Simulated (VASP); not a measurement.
# HfO2 (Fm-3m) in VASP: single point with PBE

Aim: the single point of HfO2 with PBE.

All numbers are computed with VASP 6.6.1; they aren't measurements. Logs are shortened: lines on timing, memory, paths and dates and some standing lists are left out, and cuts for length are marked.

### 1 The cell of the first run

Symmetry: Fm-3m, No. 225, cubic system. Conventional cell: a = 4.973 Å, b = 4.973 Å, c = 4.973 Å, α = 90.00°, β = 90.00°, γ = 90.00°. Within 2.8 Å of Hf (site symmetry m-3m) lie 8 O at 2.15 Å. Within 2.8 Å of O (site symmetry -43m) lie 4 Hf at 2.15 Å and 6 O at 2.49 Å.

### 2 Single point, PBE (volume changed by -5%)

INCAR reads:

```
SYSTEM = HfO2
PREC = Accurate
ENCUT = 600
EDIFF = 1E-6
ISMEAR = 0
SIGMA = 0.01
LREAL = .FALSE.
LASPH = .TRUE.
NELM = 120
ALGO = Normal
ISIF = 2
LWAVE = .FALSE.
LCHARG = .TRUE.
GGA = PE
LELF = .TRUE.
LVHAR = .TRUE.
NBANDS = 18
GGA_COMPAT = .FALSE.
```

KPOINTS reads:

```
regular mesh
0
G
  6 6 6
  0 0 0
```

POSCAR reads:

```
HfO2
1.0
    0.0000000000      2.4863065394      2.4863065394
    2.4863065394      0.0000000000      2.4863065394
    2.4863065394      2.4863065394      0.0000000000
Hf O
1 2
Direct
    0.0000000000      0.0000000000      0.0000000000
    0.2500000000      0.2500000000      0.2500000000
    0.7500000000      0.7500000000      0.7500000000
```

Potentials or basis: VASP PAW PBE potentials, release 64 (Hf_pv, O).

Started as:

```sh
$ cat potpaw_PBE.64/Hf_pv/POTCAR potpaw_PBE.64/O/POTCAR > POTCAR
$ mpirun -np 1 vasp_std > vasp.out
```

OUTCAR:

```text
SYSTEM = HfO2
   PREC = Accurate
   ENCUT = 600
   EDIFF = 1E-6
   ISMEAR = 0
   LREAL = .FALSE.
   LASPH = .TRUE.
   NELM = 120
   ISIF = 2
   GGA = PE

 ion  position               nearest neighbor table
   1  0.000  0.000  0.000-   3 2.15   3 2.15   3 2.15   2 2.15   3 2.15   2 2.15   2 2.15   2 2.15

   2  0.250  0.250  0.250-   1 2.15   1 2.15   1 2.15   1 2.15
   3  0.750  0.750  0.750-   1 2.15   1 2.15   1 2.15   1 2.15

  LATTYP: Found a face centered cubic cell.
 ALAT       =     4.9726130788

  Lattice vectors:

 A1 = (   0.0000000000,   2.4863065394,   2.4863065394)
 A2 = (   2.4863065394,   0.0000000000,   2.4863065394)
 A3 = (   2.4863065394,   2.4863065394,   0.0000000000)

Analysis of symmetry for initial positions (statically):
=====================================================================
 Subroutine PRICEL returns:
 Original cell was already a primitive cell.

 Routine SETGRP: Setting up the symmetry group for a
 face centered cubic supercell.

 Subroutine GETGRP returns: Found 48 space group operations
 (whereof 48 operations were pure point group operations)
 out of a pool of 48 trial point group operations.

The static configuration has the point symmetry O_h .

Analysis of symmetry for dynamics (positions and initial velocities):
=====================================================================
 Subroutine PRICEL returns:
 Original cell was already a primitive cell.

 Routine SETGRP: Setting up the symmetry group for a
 face centered cubic supercell.

 Subroutine GETGRP returns: Found 48 space group operations
 (whereof 48 operations were pure point group operations)
 out of a pool of 48 trial point group operations.

The dynamic configuration has the point symmetry O_h .

 Subroutine INISYM returns: Found 48 space group operations
 (whereof 48 operations are pure point group operations),
 and found     1 'primitive' translations

----------------------------------------------------------------------------------------

                                     Primitive cell

  volume of cell :      30.7393

  direct lattice vectors                    reciprocal lattice vectors
     0.000000000  2.486306539  2.486306539    -0.201101510  0.201101510  0.201101510
     2.486306539  0.000000000  2.486306539     0.201101510 -0.201101510  0.201101510
     2.486306539  2.486306539  0.000000000     0.201101510  0.201101510 -0.201101510

[... 67 lines left out ...]
   PREC   = accura    normal or accurate (medium, high low for compatibility)
   ISTART =      0    job   : 0-new  1-cont  2-samecut
   ICHARG =      2    charge: 1-file 2-atom 10-const
   ISPIN  =      1    spin polarized calculation?
   LNONCOLLINEAR =      F non collinear calculations
   LSORBIT =      F    spin-orbit coupling
   LASPH  =      T    aspherical Exc in radial PAW
   ENCUT  =  600.0 eV  44.10 Ry    6.64 a.u.   7.02  7.02  7.02*2*pi/ulx,y,z
   NELM   =    120;   NELMIN=  2; NELMDL= -5     # of ELM steps
   EDIFF  = 0.1E-05   stopping-criterion for ELM
   LREAL  =      F    real-space projection
[... 7 lines left out ...]
   TEBEG  =    0.0;   TEEND  =   0.0 temperature during run
   PSTRESS=    0.0 pullay stress
   NELECT =      22.0000    total number of electrons
   NUPDOWN=      -1.0000    fix difference up-down
   EMIN   =  10.00;   EMAX   =-10.00  energy-range for DOS
   EFERMI =   0.00;   METHOD = LEGACY
   ISMEAR =     0;   SIGMA  =   0.01  broadening in eV -4-tet -1-fermi 0-gaus
   EFERMI_NEDOS =   21; number of points for ismear=-14 and -15
   IALGO  =     38    algorithm
   IMIX   =      4    mixing-type and parameters
     AMIX     =   0.40;   BMIX     =  1.00
     AMIX_MAG =   1.60;   BMIX_MAG =  1.00
  volume/ion in A,a.u.               =      10.25        69.15
  Fermi-wavevector in a.u.,A,eV,Ry     =   1.464371  2.767260 29.176085  2.144382
  Thomas-Fermi vector in A             =   2.580355
   LORBIT       =      0    0 simple, 1 ext, 2 COOP (PROOUT), +10 PAW based schemes
   GGA     = PE    functional components
   LHFCALC =     F    Hartree Fock is set to
   AEXX    =    0.0000 exact exchange contribution
   IVDW    =     0    specifies the selected vdW correction
   LEPSILON=     F    determine dielectric tensor
   LRPA    =     F    only Hartree local field effects (RPA)
 non-spin polarized calculation
 Gauss-broadening in eV      SIGMA  =   0.01
  energy-cutoff  :      600.00
  volume of cell :       30.74
 maximum number of plane-waves:      1034
   NGX = 13   NGY = 13   NGZ = 13

 number of electron      22.0000006 magnetization

 Free energy of the ion-electron system (eV)
  ---------------------------------------------------
  ext. energy  EPLUGINS =         0.00000000
  ---------------------------------------------------
  free energy    TOTEN  =       -30.15560596 eV

  energy without entropy =      -30.15560596  energy(sigma->0) =      -30.15560596

 E-fermi :   4.8711     XC(G=0): -12.1531

 val. band max:        4.7869910767   @ k =   0.5000   0.5000   0.0000
 cond. band min:       8.7471302827   @ k =   0.5000   0.5000   0.0000
 fundamental gap:      3.9601392060
 Fermi energy:         4.8710557409

 k-point     1 :       0.0000    0.0000    0.0000
  band No.  band energies     occupation
      1     -24.6332      2.00000
      2     -24.6332      2.00000
      3     -24.6332      2.00000
      4     -14.3158      2.00000
      5     -10.9845      2.00000
      6      -0.9230      2.00000
[... 313 lines left out ...]
      5     -11.9598      2.00000
      6      -1.4100      2.00000
[... 10 lines left out ...]
     17      18.3488      0.00000
     18      18.6048      0.00000

------------------------ aborting loop because EDIFF is reached ----------------------------------------

  FORCE on cell =-STRESS in cart. coord.  units (eV):
  Direction    XX          YY          ZZ          XY          YZ          ZX
  --------------------------------------------------------------------------------------
  -------------------------------------------------------------------------------------
  Total        3.2266395      3.2266395      3.2266395      0.0000000     -0.0000000      0.0000000
  in kB      168.1771629    168.1771629    168.1771629      0.0000000     -0.0000000      0.0000000
  external PRESSURE =     168.1771629 kB  Pullay stress =       0.0000000 kB

 VOLUME and BASIS-vectors are now :
 -----------------------------------------------------------------------------
  energy-cutoff  :      600.00
  volume of cell :       30.74
      direct lattice vectors                 reciprocal lattice vectors
     0.000000000  2.486306539  2.486306539    -0.201101510  0.201101510  0.201101510
     2.486306539  0.000000000  2.486306539     0.201101510 -0.201101510  0.201101510
     2.486306539  2.486306539  0.000000000     0.201101510  0.201101510 -0.201101510

 POSITION                                       TOTAL-FORCE (eV/Angst)
 -----------------------------------------------------------------------------------
      0.00000      0.00000      0.00000        -0.000000      0.000000     -0.000000
      1.24315      1.24315      1.24315        -0.000000      0.000000      0.000000
      3.72946      3.72946      3.72946         0.000000     -0.000000     -0.000000
 -----------------------------------------------------------------------------------
    total drift:                                0.000000      0.000000      0.000000

  FREE ENERGIE OF THE ION-ELECTRON SYSTEM (eV)
  ---------------------------------------------------
  free  energy   TOTEN  =       -30.1556059647 eV

  energy  without entropy=      -30.1556059647  energy(sigma->0) =      -30.15560596
```

OSZICAR:

```text
N       E                     dE             d eps       ncg     rms          rms(c)
DAV:   1     0.102136953749E+03    0.10214E+03   -0.13826E+04   576   0.137E+03
DAV:   2    -0.312783498941E+02   -0.13342E+03   -0.12976E+03   708   0.310E+02
DAV:   3    -0.358135894471E+02   -0.45352E+01   -0.45169E+01   686   0.494E+01
DAV:   4    -0.358370567272E+02   -0.23467E-01   -0.23461E-01   682   0.394E+00
DAV:   5    -0.358371842835E+02   -0.12756E-03   -0.12755E-03   666   0.278E-01    0.543E+01
DAV:   6    -0.302551612116E+02    0.55820E+01   -0.19237E+01   590   0.328E+01    0.456E+01
DAV:   7    -0.301826098842E+02    0.72551E-01   -0.61827E-01   668   0.663E+00    0.303E+01
DAV:   8    -0.301704316247E+02    0.12178E-01   -0.19745E-01   636   0.422E+00    0.861E+00
DAV:   9    -0.301555135555E+02    0.14918E-01   -0.51602E-02   642   0.186E+00    0.253E+00
DAV:  10    -0.301555506685E+02   -0.37113E-04   -0.29779E-03   638   0.425E-01    0.183E-01
DAV:  11    -0.301555976391E+02   -0.46971E-04   -0.14856E-04   666   0.109E-01    0.205E-01
DAV:  12    -0.301556051540E+02   -0.75149E-05   -0.32883E-05   632   0.393E-02    0.294E-02
DAV:  13    -0.301556059647E+02   -0.81073E-06   -0.14864E-06   624   0.981E-03
   1 F= -.30155606E+02 E0= -.30155606E+02  d E =-.159616E-34
```

stdout:

```text
POSCAR found type information on POSCAR HfO
 POSCAR found :  2 types and       3 ions
 scaLAPACK will be used
 LDA part: xc-table for (Slater+PW92), standard interpolation
 POSCAR, INCAR and KPOINTS ok, starting setup
 FFT: planning ... GRIDC
 FFT: planning ... GRID_SOFT
 FFT: planning ... GRID
 WAVECAR not read
 entering main loop
```

It took 12 s on 1 thread of Intel Xeon Platinum 8259CL at 2.50GHz (Skylake/Cascade Lake), shared host; peak memory 0.16 GiB.

What came out:

```
Free energy            : -30.1556 eV
Pressure               : 16.8 GPa
Band gap on the k mesh : 3.96 eV, direct
```

Caveat: spin-orbit coupling is left out, which moves the levels of the heavy elements.
